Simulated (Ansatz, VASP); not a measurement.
Ti3Al: VASP beside Ansatz

```
Ti Al
1.0
     2.89578    0.00000    0.00000
    -1.44789    2.50782    0.00000
     0.00000    0.00000    9.13935
Ti Al
3 1
Cartesian
  1.4479 0.8359 0.0000
  0.0000 1.6719 6.8653
  0.0000 1.6719 2.2741
  1.4479 0.8359 4.5697
```

Alike in both runs: functional PBEsol; k mesh 18 × 18 × 6; occupations gaussian, width 0.1 eV; no spin polarisation.

Ansatz relaxed the structure, and its values are those at the end. VASP's run is a single point on that final structure, the one shown.

|  | VASP | Ansatz |
| --- | --- | --- |
| version | VASP 6.6.1 | Ansatz 0.2.0 |
| potentials or method | VASP PAW PBE potentials, release 64 (Ti_sv, Al), cutoff 520 eV | scalar-relativistic, plane waves, PAW |
| valence electrons in the cell | 39 | 39 |

```csv
,VASP,Ansatz,Ansatz less VASP
gap on the k mesh at the Fermi level (eV),none,none,-
pressure (GPa),-0.1,0.0,+0.14
rms of the force components (eV/Å),0.005,0.000,-0.0051
```

VASP's potentials were made for PBE, not for PBEsol. A gap of «none» marks a metal or a gap that the smearing closes.
